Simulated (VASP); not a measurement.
# K2S (Fm-3m) in VASP: further runs

K2S is run at these levels: revPBE, RPBE; tasks: single point.

Program: VASP 6.6.1. These are calculated values, not measurements. Logs are shortened: lines on timing, memory, paths and dates and some standing lists are left out, and cuts for length are marked.

## 1. The cell of the first run

The structure is cubic, space group Fm-3m (No. 225). Conventional cell: a = 7.648 Å, b = 7.648 Å, c = 7.648 Å, α = 90.00°, β = 90.00°, γ = 90.00°. Within 4.4 Å of K (site symmetry -43m) lie 4 S at 3.31 Å and 6 K at 3.82 Å. S (site symmetry m-3m) has 8 K at 3.31 Å within 4.4 Å.

## 2. Single point, revPBE (volume scaled by 1.02)

Contents of INCAR:

```
ALGO = Normal ; EDIFF = 1E-6
ENCUT = 500 ; GGA = RE
GGA_COMPAT = F ; ISIF = 2
ISMEAR = 0 ; LASPH = T
LCHARG = F ; LREAL = F
LWAVE = F ; NBANDS = 19
NELM = 120 ; PREC = Accurate
SIGMA = 0.05
```

Contents of KPOINTS:

```
k-points
0
Gamma
  6 6 6
```

Contents of POSCAR:

```
K2S
1.0
    0.0000000000      3.8241842821      3.8241842821
    3.8241842821      0.0000000000      3.8241842821
    3.8241842821      3.8241842821      0.0000000000
K S
2 1
Direct
    0.2500000000      0.2500000000      0.2500000000
    0.7500000000      0.7500000000      0.7500000000
    0.0000000000      0.0000000000      0.0000000000
```

Potentials or basis: VASP PAW PBE potentials, release 64 (K_sv, S).

Command:

```bash
> cat potpaw_PBE.64/K_sv/POTCAR potpaw_PBE.64/S/POTCAR > POTCAR
> mpirun -np 1 vasp_std > vasp.out
```

OUTCAR:

```text
EDIFF = 1E-6
   ENCUT = 500
   GGA = RE
   ISIF = 2
   ISMEAR = 0
   LASPH = T
   LREAL = F
   NELM = 120
   PREC = Accurate

 ion  position               nearest neighbor table
   1  0.250  0.250  0.250-
   2  0.750  0.750  0.750-
   3  0.000  0.000  0.000-

  LATTYP: Found a face centered cubic cell.
 ALAT       =     7.6483685642

  Lattice vectors:

 A1 = (   0.0000000000,   3.8241842821,   3.8241842821)
 A2 = (   3.8241842821,   0.0000000000,   3.8241842821)
 A3 = (   3.8241842821,   3.8241842821,   0.0000000000)

Analysis of symmetry for initial positions (statically):
=====================================================================
 Subroutine PRICEL returns:
 Original cell was already a primitive cell.

 Routine SETGRP: Setting up the symmetry group for a
 face centered cubic supercell.

 Subroutine GETGRP returns: Found 48 space group operations
 (whereof 48 operations were pure point group operations)
 out of a pool of 48 trial point group operations.

The static configuration has the point symmetry O_h .

Analysis of symmetry for dynamics (positions and initial velocities):
=====================================================================
 Subroutine PRICEL returns:
 Original cell was already a primitive cell.

 Routine SETGRP: Setting up the symmetry group for a
 face centered cubic supercell.

 Subroutine GETGRP returns: Found 48 space group operations
 (whereof 48 operations were pure point group operations)
 out of a pool of 48 trial point group operations.

The dynamic configuration has the point symmetry O_h .

 Subroutine INISYM returns: Found 48 space group operations
 (whereof 48 operations are pure point group operations),
 and found     1 'primitive' translations

----------------------------------------------------------------------------------------

                                     Primitive cell

  volume of cell :     111.8527

  direct lattice vectors                    reciprocal lattice vectors
     0.000000000  3.824184282  3.824184282    -0.130746837  0.130746837  0.130746837
     3.824184282  0.000000000  3.824184282     0.130746837 -0.130746837  0.130746837
     3.824184282  3.824184282  0.000000000     0.130746837  0.130746837 -0.130746837

  length of vectors
     5.408213277  5.408213277  5.408213277     0.226460165  0.226460165  0.226460165

  position of ions in fractional coordinates (direct lattice)
     0.250000000  0.250000000  0.250000000
     0.750000000  0.750000000  0.750000000
     0.000000000  0.000000000  0.000000000

  ion indices of the primitive-cell ions
   primitive index   ion index
                 1           1
                 2           2
                 3           3

----------------------------------------------------------------------------------------

 KPOINTS: k-points

Automatic generation of k-mesh.
 Grid dimensions read from file:
 generate k-points for:    6    6    6

 Generating k-lattice:

  Cartesian coordinates                     Fractional coordinates (reciprocal lattice)
    -0.021791140  0.021791140  0.021791140     0.166666667  0.000000000  0.000000000
     0.021791140 -0.021791140  0.021791140     0.000000000  0.166666667  0.000000000
     0.021791140  0.021791140 -0.021791140     0.000000000  0.000000000  0.166666667

  Length of vectors
     0.037743361  0.037743361  0.037743361

  Shift w.r.t. Gamma in fractional coordinates (k-lattice)
     0.000000000  0.000000000  0.000000000

 Subroutine IBZKPT returns following result:
 ===========================================

 Found     16 irreducible k-points:

 Following reciprocal coordinates:
            Coordinates               Weight
  0.000000  0.000000  0.000000      1.000000
  0.166667  0.000000  0.000000      8.000000
  0.333333  0.000000  0.000000      8.000000
  0.500000  0.000000  0.000000      4.000000
  0.166667  0.166667  0.000000      6.000000
  0.333333  0.166667  0.000000     24.000000
[... 8 lines left out ...]
 -0.333333  0.333333  0.166667     24.000000
 -0.333333  0.500000  0.166667     12.000000
   k-points           NKPTS =     16   k-points in BZ     NKDIM =     16   number of bands    NBANDS=     19
   number of dos      NEDOS =    301   number of ions     NIONS =      3
   total plane-waves  NPLWV =  64000
   dimension x,y,z NGX =    40 NGY =   40 NGZ =   40
   dimension x,y,z NGXF=    80 NGYF=   80 NGZF=   80
   ions per type =               2   1
   NGX,Y,Z   is equivalent  to a cutoff of  12.30, 12.30, 12.30 a.u.
   NGXF,Y,Z  is equivalent  to a cutoff of  24.59, 24.59, 24.59 a.u.
 SYSTEM =  unknown system
   PREC   = accura    normal or accurate (medium, high low for compatibility)
   ISTART =      0    job   : 0-new  1-cont  2-samecut
   ICHARG =      2    charge: 1-file 2-atom 10-const
   ISPIN  =      1    spin polarized calculation?
   LNONCOLLINEAR =      F non collinear calculations
   LSORBIT =      F    spin-orbit coupling
   LASPH  =      T    aspherical Exc in radial PAW
   ENCUT  =  500.0 eV  36.75 Ry    6.06 a.u.   9.86  9.86  9.86*2*pi/ulx,y,z
   NELM   =    120;   NELMIN=  2; NELMDL= -5     # of ELM steps
   EDIFF  = 0.1E-05   stopping-criterion for ELM
   LREAL  =      F    real-space projection
   EDIFFG = 0.1E-04   stopping-criterion for IOM
   NSW    =      0    number of steps for IOM
   IBRION =     -1    ionic relax: 0-MD 1-quasi-New 2-CG
   NFREE  =      0    steps in history (QN), initial steepest desc. (CG)
   ISIF   =      2    stress and relaxation
   ISYM   =      2    0-nonsym 1-usesym 2-fastsym
   POTIM  = 0.5000    time-step for ionic-motion
   TEBEG  =    0.0;   TEEND  =   0.0 temperature during run
   PSTRESS=    0.0 pullay stress
   NELECT =      24.0000    total number of electrons
   NUPDOWN=      -1.0000    fix difference up-down
   EMIN   =  10.00;   EMAX   =-10.00  energy-range for DOS
   EFERMI =   0.00;   METHOD = LEGACY
   ISMEAR =     0;   SIGMA  =   0.05  broadening in eV -4-tet -1-fermi 0-gaus
   EFERMI_NEDOS =   21; number of points for ismear=-14 and -15
   IALGO  =     38    algorithm
   IMIX   =      4    mixing-type and parameters
     AMIX     =   0.40;   BMIX     =  1.00
     AMIX_MAG =   1.60;   BMIX_MAG =  1.00
  volume/ion in A,a.u.               =      37.28       251.61
  Fermi-wavevector in a.u.,A,eV,Ry     =   0.980084  1.852089 13.069263  0.960564
  Thomas-Fermi vector in A             =   2.110986
   LORBIT       =      0    0 simple, 1 ext, 2 COOP (PROOUT), +10 PAW based schemes
   GGA     = RE    functional components
   LHFCALC =     F    Hartree Fock is set to
   AEXX    =    0.0000 exact exchange contribution
   IVDW    =     0    specifies the selected vdW correction
   LEPSILON=     F    determine dielectric tensor
   LRPA    =     F    only Hartree local field effects (RPA)
 non-spin polarized calculation
 Gauss-broadening in eV      SIGMA  =   0.05
  energy-cutoff  :      500.00
  volume of cell :      111.85
 maximum number of plane-waves:      2874
   NGX = 19   NGY = 19   NGZ = 19

 number of electron      24.0000001 magnetization

 Free energy of the ion-electron system (eV)
  ---------------------------------------------------
  ext. energy  EPLUGINS =         0.00000000
  ---------------------------------------------------
  free energy    TOTEN  =        -8.89469201 eV

  energy without entropy =       -8.89469201  energy(sigma->0) =       -8.89469201

 E-fermi :  -0.1994     XC(G=0):  -6.7124

 val. band max:       -0.4984119324   @ k =   0.5000   0.5000   0.0000
 cond. band min:       1.8651776872   @ k =   0.0000   0.0000   0.0000
 fundamental gap:      2.3635896196
 Fermi energy:        -0.1994125745

 k-point     1 :       0.0000    0.0000    0.0000
  band No.  band energies     occupation
      1     -30.0467      2.00000
      2     -29.9929      2.00000
      3     -13.5746      2.00000
      4     -13.5746      2.00000
      5     -13.5746      2.00000
      6     -13.4007      2.00000
[... 11 lines left out ...]
     18       6.7655      0.00000
     19       7.5542      0.00000

 k-point     2 :       0.1667    0.0000    0.0000
  band No.  band energies     occupation
      1     -30.0429      2.00000
      2     -29.9964      2.00000
      3     -13.5689      2.00000
      4     -13.5642      2.00000
      5     -13.5642      2.00000
      6     -13.4267      2.00000
[... 11 lines left out ...]
     18       6.9212      0.00000
     19       7.0873      0.00000

 k-point     3 :       0.3333    0.0000    0.0000
  band No.  band energies     occupation
      1     -30.0328      2.00000
      2     -30.0060      2.00000
      3     -13.5567      2.00000
      4     -13.5349      2.00000
      5     -13.5349      2.00000
      6     -13.4779      2.00000
[... 11 lines left out ...]
     18       6.9932      0.00000
     19       6.9969      0.00000

 k-point     4 :       0.5000    0.0000    0.0000
  band No.  band energies     occupation
      1     -30.0193      2.00000
      2     -30.0192      2.00000
      3     -13.5490      2.00000
      4     -13.5044      2.00000
      5     -13.4955      2.00000
      6     -13.4955      2.00000
[... 11 lines left out ...]
     18       6.9642      0.00000
     19       7.0580      0.00000

 k-point     5 :       0.1667    0.1667    0.0000
  band No.  band energies     occupation
      1     -30.0420      2.00000
      2     -29.9972      2.00000
      3     -13.5850      2.00000
      4     -13.5850      2.00000
      5     -13.5204      2.00000
      6     -13.4793      2.00000
[... 11 lines left out ...]
     18       6.7584      0.00000
     19       6.7584      0.00000
[... 158 lines left out ...]
      2     -30.0101      2.00000
      3     -13.7010      2.00000
      4     -13.6156      2.00000
      5     -13.6156      2.00000
      6     -13.3752      2.00000
[... 11 lines left out ...]
     18       6.9135      0.00000
     19       6.9135      0.00000

 k-point    14 :       0.5000    0.3333    0.1667
  band No.  band energies     occupation
      1     -30.0281      2.00000
      2     -30.0102      2.00000
      3     -13.6371      2.00000
      4     -13.5996      2.00000
      5     -13.5479      2.00000
      6     -13.4461      2.00000
[... 11 lines left out ...]
     18       6.8927      0.00000
     19       7.3450      0.00000

 k-point    15 :      -0.3333    0.3333    0.1667
  band No.  band energies     occupation
      1     -30.0191      2.00000
      2     -30.0191      2.00000
      3     -13.6609      2.00000
      4     -13.6149      2.00000
      5     -13.4991      2.00000
      6     -13.4976      2.00000
[... 11 lines left out ...]
     18       6.6474      0.00000
     19       7.1904      0.00000

 k-point    16 :      -0.3333    0.5000    0.1667
  band No.  band energies     occupation
      1     -30.0235      2.00000
      2     -30.0146      2.00000
      3     -13.6889      2.00000
      4     -13.6281      2.00000
      5     -13.5568      2.00000
      6     -13.4368      2.00000
[... 11 lines left out ...]
     18       6.8465      0.00000
     19       6.8554      0.00000

------------------------ aborting loop because EDIFF is reached ----------------------------------------

  FORCE on cell =-STRESS in cart. coord.  units (eV):
  Direction    XX          YY          ZZ          XY          YZ          ZX
  --------------------------------------------------------------------------------------
  -------------------------------------------------------------------------------------
  Total       -0.2136053     -0.2136053     -0.2136053      0.0000000     -0.0000000     -0.0000000
  in kB       -3.0596811     -3.0596811     -3.0596811      0.0000000     -0.0000000     -0.0000000
  external PRESSURE =      -3.0596811 kB  Pullay stress =       0.0000000 kB

 VOLUME and BASIS-vectors are now :
 -----------------------------------------------------------------------------
  energy-cutoff  :      500.00
  volume of cell :      111.85
      direct lattice vectors                 reciprocal lattice vectors
     0.000000000  3.824184282  3.824184282    -0.130746837  0.130746837  0.130746837
     3.824184282  0.000000000  3.824184282     0.130746837 -0.130746837  0.130746837
     3.824184282  3.824184282  0.000000000     0.130746837  0.130746837 -0.130746837

 POSITION                                       TOTAL-FORCE (eV/Angst)
 -----------------------------------------------------------------------------------
      1.91209      1.91209      1.91209         0.000000     -0.000000      0.000000
      5.73628      5.73628      5.73628         0.000000      0.000000     -0.000000
      0.00000      0.00000      0.00000        -0.000000     -0.000000      0.000000
 -----------------------------------------------------------------------------------
    total drift:                               -0.000000     -0.000000      0.000000

  FREE ENERGIE OF THE ION-ELECTRON SYSTEM (eV)
  ---------------------------------------------------
  free  energy   TOTEN  =        -8.8946920103 eV

  energy  without entropy=       -8.8946920103  energy(sigma->0) =       -8.89469201
```

Wall time 18 s (1 thread of Intel Xeon 6975P-C (Granite Rapids), shared host); peak memory 0.24 GiB.

What came out:

```
Free energy            : -8.8947 eV
Pressure               : -0.3 GPa
Band gap on the k mesh : 2.36 eV, indirect (least direct gap 2.48 eV)
```

Caveat: the cell differs from its parent crystal (volume scaled by 1.02); the PAW data sets were made with another functional, which shifts forces and pressure a little. A k mesh can miss the band edges.

## 3. Single point, RPBE

This run uses another cell than the first one, of 37.00 Å³/atom, 0.993 times its volume.

Contents of INCAR:

```
ALGO = Normal ; EDIFF = 1E-6
ENCUT = 500 ; GGA = RP
GGA_COMPAT = F ; ISIF = 2
ISMEAR = 0 ; LASPH = T
LCHARG = T ; LELF = T
LREAL = F ; LVHAR = T
LWAVE = F ; NBANDS = 19
NELM = 120 ; PREC = Accurate
SIGMA = 0.05
```

KPOINTS is that of step 2.

Contents of POSCAR:

```
K2S
1.0
    0.0000000000      3.8146132131      3.8146132131
    3.8146132131      0.0000000000      3.8146132131
    3.8146132131      3.8146132131      0.0000000000
K S
2 1
Direct
    0.2500000000      0.2500000000      0.2500000000
    0.7500000000      0.7500000000      0.7500000000
    0.0000000000      0.0000000000      0.0000000000
```

Potentials or basis: VASP PAW PBE potentials, release 64 (K_sv, S).

Command:

```bash
> cat potpaw_PBE.64/K_sv/POTCAR potpaw_PBE.64/S/POTCAR > POTCAR
> mpirun -np 1 vasp_std > vasp.out
```

It took 20 s on 1 thread of Intel Xeon 6975P-C (Granite Rapids), shared host; peak memory 0.23 GiB.

Results (log left out):

* Free energy: -8.8527 eV
* Pressure: 0.0 GPa
* Band gap on the k mesh: 2.40 eV, indirect (least direct gap 2.52 eV)

Levels at points of the mesh, in eV from the valence-band top:
```tsv
k point	band 10	band 11	band 12	band 13	band 14	band 15
(0.00, 0.00, 0.00)	-0.12	-0.12	-0.12	2.40	5.54	5.54
(0.50, 0.00, 0.00)	-0.53	-0.03	-0.03	4.75	4.81	5.81
(0.50, 0.50, 0.00)	-0.63	0.00	0.00	3.69	5.26	6.30
```

Caveat: the PAW data sets were made with another functional, which shifts forces and pressure a little.

## 4. Single point, RPBE

This run uses another cell than the first one, of 36.93 Å³/atom, 0.991 times its volume.

Contents of INCAR:

```
ALGO = Normal ; EDIFF = 1E-6
ENCUT = 500 ; GGA = RP
GGA_COMPAT = False ; ISIF = 2
ISMEAR = 0 ; LASPH = True
LCHARG = True ; LELF = True
LREAL = False ; LVHAR = True
LWAVE = False ; NBANDS = 19
NELM = 120 ; PREC = Accurate
SIGMA = 0.05
```

KPOINTS is that of step 3.

Contents of POSCAR:

```
K2S
1.0
    0.0000000000      3.8121522462      3.8121522462
    3.8121522462      0.0000000000      3.8121522462
    3.8121522462      3.8121522462      0.0000000000
K S
2 1
Direct
    0.2500000000      0.2500000000      0.2500000000
    0.7500000000      0.7500000000      0.7500000000
    0.0000000000      0.0000000000      0.0000000000
```

Command:

```bash
> cat potpaw_PBE.64/K_sv/POTCAR potpaw_PBE.64/S/POTCAR > POTCAR
> mpirun -np 1 vasp_std > vasp.out
```

Wall time 22 s (1 thread of Intel Xeon 6975P-C (Granite Rapids), shared host); peak memory 0.24 GiB.

It converged, with:

```yaml
Free_energy: -8.8527 eV
Pressure: 0.0 GPa
Band_gap_on_the_k_mesh: 2.40 eV, indirect (least direct gap 2.53 eV)
```

Levels at points of the mesh, in eV from the valence-band top:
```
           k point  band 8  band 9  band 10  band 11  band 12  band 13  band 14  band 15  band 16  band 17
(0.00, 0.00, 0.00)  -12.90   -9.54    -0.12    -0.12    -0.12     2.40     5.54     5.54     7.29     7.29
(0.50, 0.00, 0.00)  -12.99   -9.41    -0.54    -0.03    -0.03     4.76     4.82     5.81     5.81     7.49
(0.50, 0.50, 0.00)  -12.85   -9.37    -0.63     0.00     0.00     3.69     5.27     6.31     6.61     7.37
```

Caveat: the PAW data sets were made with another functional, which shifts forces and pressure a little.

[end of part 1 of 2]
